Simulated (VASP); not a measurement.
BAs: single point with PBEsol

Crystal: BAs.

```
B As
1.0
     0.00000    2.38386    2.38386
     2.38386    0.00000    2.38386
     2.38386    2.38386    0.00000
B As
1 1
Direct
  0.00000 0.00000 0.00000
  0.25000 0.25000 0.25000
```

```
Program                : VASP 6.6.1
Task                   : single point
Functional             : PBEsol
Potentials or basis    : VASP PAW PBE potentials, release 64 (B, As)
Cutoff                 : 500 eV
k mesh                 : 10 × 10 × 10
Occupations            : gaussian, width 0.02 eV
Spin                   : no spin polarisation
Dipole correction      : no
Further INCAR settings : ALGO = Normal; EDIFF = 1e-06; NBANDS = 11
```

```
Pressure               : 0.9 GPa
Band gap on the k mesh : 1.07 eV (least direct gap 3.25 eV)
```

Levels at points of the mesh, in eV from the valence-band top:
| k point | band 2 | band 3 | band 4 | band 5 | band 6 | band 7 |
| --- | --- | --- | --- | --- | --- | --- |
| (0.00, 0.00, 0.00) | 0.00 | 0.00 | 0.00 | 3.25 | 3.25 | 3.25 |
| (0.50, 0.00, 0.00) | -8.88 | -1.84 | -1.84 | 2.69 | 4.73 | 4.73 |
| (0.50, 0.50, 0.00) | -8.57 | -4.13 | -4.13 | 1.31 | 1.33 | 11.40 |

Run time: 42 s on 1 thread of AMD EPYC 7571 (shared host), peak memory 0.13 GiB.

Caveat: the PAW data sets were made with another functional, which shifts forces and pressure a little. A k mesh can miss the band edges.
